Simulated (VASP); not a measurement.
Input of a VASP 6.6.1 run:

INCAR

```
SYSTEM = Tl
  ALGO = Normal
  EDIFF = 1E-8
  ENCUT = 520
  GGA = RE
  IBRION = 6
  ISIF = 2
  ISMEAR = -1
  ISPIN = 2
  IVDW = 12
  LASPH = .TRUE.
  LCHARG = .FALSE.
  LORBIT = 11
  LREAL = .FALSE.
  LWAVE = .FALSE.
  MAGMOM = 0.5
  NBANDS = 16
  NELM = 150
  NFREE = 2
  NSW = 1
  POTIM = 0.015
  PREC = Accurate
  SIGMA = 0.15
```

File KPOINTS:

```
k-points
0
G
  8 8 8
  0 0 0
```

POSCAR

```
Tl
1.0
    0.0000000000      2.4663412330      2.4663412330
    2.4663412330      0.0000000000      2.4663412330
    2.4663412330      2.4663412330      0.0000000000
Tl
1
Direct
    0.0000000000      0.0000000000      0.0000000000
```

Potentials or basis: VASP PAW PBE potentials, release 64 (Tl_d).

Run with:

```bash
$ cat potpaw_PBE.64/Tl_d/POTCAR > POTCAR
$ mpirun -np 1 vasp_std > vasp.out
```

Problem. Estimate the dispersion energy per atom.

Solution. -0.576 eV.

Problem. Estimate the net moment.

Solution. 0.00 μB per cell.

Caveat: three body term missing.
